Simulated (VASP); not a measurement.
Wanted: the native input for a VASP 6.6.1 run.

- Task: single point
- Functional: r2SCAN
- Potentials or basis: VASP PAW PBE potentials, release 64 (Si)
- Cutoff: 520 eV
- k mesh: 10 × 10 × 10
- Occupations: gaussian, width 0.03 eV
- Spin: no spin polarisation
- Dipole correction: no
- Further INCAR settings: ALGO = Normal; EDIFF = 1e-06; NBANDS = 16

The system is Si.

```
Si
1.0
    -3.38763    3.26326    1.92239
     3.38763   -3.26326    1.92239
     3.38763    3.26326   -1.92239
Si
4
Direct
  0.17880 0.17880 0.35760
  0.82120 0.82120 0.64240
  0.17880 0.82120 0.00000
  0.82120 0.17880 0.00000
```

This cell differs from its parent crystal: strain +0.0187 x Voigt [1, -1, 0, 0, 0, 0].

One way to write it, as run:

POSCAR

```
Si
1.0
   -3.3876300982      3.2632584818      1.9223856600
    3.3876300982     -3.2632584818      1.9223856600
    3.3876300982      3.2632584818     -1.9223856600
Si
4
Direct
    0.1788010600      0.1788010600      0.3576021200
    0.8211989400      0.8211989400      0.6423978800
    0.1788010600      0.8211989400      0.0000000000
    0.8211989400      0.1788010600      0.0000000000
```

INCAR.step1

```
PREC = Accurate
ENCUT = 520
ISMEAR = 0
SIGMA = 0.03
LREAL = False
LASPH = True
NELM = 60
NBANDS = 16
GGA = PE
ALGO = Normal
EDIFF = 1E-4
LWAVE = True
LCHARG = False
```

INCAR.step2

```
PREC = Accurate
ENCUT = 520
EDIFF = 1E-6
ISMEAR = 0
SIGMA = 0.03
LREAL = False
LASPH = True
NELM = 60
ALGO = Normal
ISIF = 2
LWAVE = False
LCHARG = False
METAGGA = R2SCAN
LMIXTAU = True
NBANDS = 16
ISTART = 1
```

KPOINTS

```
Automatic mesh
0
Gamma
  10 10 10
```

Potentials or basis: VASP PAW PBE potentials, release 64 (Si).

Launch:

```bash
$ cat potpaw_PBE.64/Si/POTCAR > POTCAR
$ cp INCAR.step1 INCAR
$ mpirun -np 1 vasp_std > vasp.out
$ cp INCAR.step2 INCAR
$ mpirun -np 1 vasp_std > vasp.out
```

It gave:

```
Pressure               : 0.0 GPa
Largest force          : 0.420 eV/Å
Band gap on the k mesh : 0.38 eV (least direct gap 0.48 eV)
```

Caveat: the cell differs from its parent crystal (strain +0.0187 x Voigt [1, -1, 0, 0, 0, 0]); the stress differs along the axes, from -4 to 4 GPa; the PAW data sets were made with another functional, which shifts forces and pressure a little.

It took 14 min on 1 thread of Intel Xeon 8259CL, with other jobs on the host, peak memory 0.36 GiB.
